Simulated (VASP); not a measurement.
The system is BN.

```
B N
1.0
     3.62600    0.00000    0.00000
     0.00000   -3.62600    0.00000
     0.00000    0.00000   -3.62600
B N
4 4
Direct
  0.00000 0.50000 0.50000
  0.50000 0.00000 0.50000
  0.50000 0.50000 0.00000
  0.00000 0.00000 0.00000
  0.75000 0.75000 0.75000
  0.25000 0.25000 0.75000
  0.25000 0.75000 0.25000
  0.75000 0.25000 0.25000
```

Base run:

| Property | Result |
| --- | --- |
| Program | VASP 6.6.1 |
| Functional | r2SCAN |
| Potentials or basis | VASP PAW PBE potentials, release 64 (B_h, N_h) |
| Cutoff | 910 eV |
| k mesh | 6 × 6 × 6 |
| Occupations | gaussian, width 0.05 eV |
| Spin | no spin polarisation |

Its results: band gap on the k mesh 4.98 eV; pressure -5.7 GPa.

Q: The run is repeated on the same cell with these changes: potentials or basis from VASP PAW PBE potentials, release 64 (B_h, N_h) to VASP PAW PBE potentials, release 64 (B, N); cutoff from 910 eV to 520 eV. What comes out?

A: Band gap on the k mesh 4.96 eV; pressure -4.1 GPa.

Caveats: the PAW data sets were made with another functional, which shifts forces and pressure a little; the cutoff is under 1.25 times the usual one of these potentials, so pressure, stress and relaxed cells hold a basis-set (Pulay) error (some runs).

A k mesh can miss the band edges.
